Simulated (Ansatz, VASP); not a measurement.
**Two plane-wave programs on Ta2F**

```xyz
6
Lattice="6.4539 0.0000 -0.7094 0.0000 2.8608 0.0000 -0.5869 0.0000 5.5448" Properties=species:S:1:pos:R:3 pbc="T T T"
Ta    4.0893    1.8147    1.8115
Ta    2.0711    0.3843    0.2516
Ta    1.7777    1.0461    3.0240
Ta    3.7959    2.4765    4.5839
F     0.0000    0.0000    0.0000
F    -0.2934    1.4304    2.7724
```

Alike in both runs: functional PBE; k mesh 3 × 5 × 3; occupations gaussian, width 0.2 eV; no spin polarisation.

Ansatz relaxed the structure, and its values are those at the end. VASP's run is a single point on that final structure, the one shown.

|  | VASP | Ansatz |
| --- | --- | --- |
| version | VASP 6.6.1 | Ansatz 0.2.0 |
| potentials or method | VASP PAW PBE potentials, release 64 (Ta_pv, F), cutoff 520 eV | scalar-relativistic, plane waves, PAW |
| valence electrons in the cell | 58 | 66 |

Ansatz gave:

- gap on the k mesh at the Fermi level (eV): none
- pressure (GPa): -0.2
- rms of the force components (eV/Å): 0.029

Estimate VASP's values.

gap on the k mesh at the Fermi level (eV): none; pressure (GPa): -0.2; rms of the force components (eV/Å): 0.040.

A gap of «none» marks a metal or a gap that the smearing closes. The functional is the same, so the differences come from potentials, cutoffs and numerics. VASP's potentials hold 58 valence electrons a cell and Ansatz's 66, so a difference there can come from the potentials and not from the codes.

The k mesh is coarse, so the values compare programs but aren't converged. Neither program's run includes spin-orbit coupling.
